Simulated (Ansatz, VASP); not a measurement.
# Two plane-wave programs on Si5O

```
Si O
1.0
     0.00000    3.41522    3.41522
     3.41522    0.00000    3.41522
     3.41522    3.41522    0.00000
Si O
5 1
Direct
  0.25000 0.25000 0.25000
  0.12831 0.62390 0.62390
  0.62390 0.62390 0.62390
  0.62390 0.62390 0.12831
  0.62390 0.12831 0.62390
  0.00000 0.00000 0.00000
```

Change from the starting cell: species swapped into the DyCu5 type (F-43m, No. 216).

Alike in both runs: task single point; functional PBE; k mesh 4 × 4 × 4; occupations gaussian, width 0.1 eV; no spin polarisation.

|  | VASP | Ansatz |
| --- | --- | --- |
| version | VASP 6.6.1 | Ansatz 0.2.0 |
| potentials or method | VASP PAW PBE potentials, release 64 (Si, O), cutoff 520 eV | scalar-relativistic, plane waves, PAW |
| valence electrons in the cell | 26 | 26 |

|  | VASP | Ansatz | Ansatz less VASP |
| --- | --- | --- | --- |
| gap on the k mesh at the Fermi level (eV) | none | none | - |
| pressure (GPa) | 10.2 | 10.3 | +0.11 |
| rms of the force components (eV/Å) | 0.386 | 0.388 | +0.0024 |

Atom by atom the forces differ by 0.002 eV/Å (rms over components). A gap of «none» marks a metal or a gap that the smearing closes. The functional is the same, so the differences come from potentials, cutoffs and numerics.

The k mesh is coarse, so the values compare programs but aren't converged.
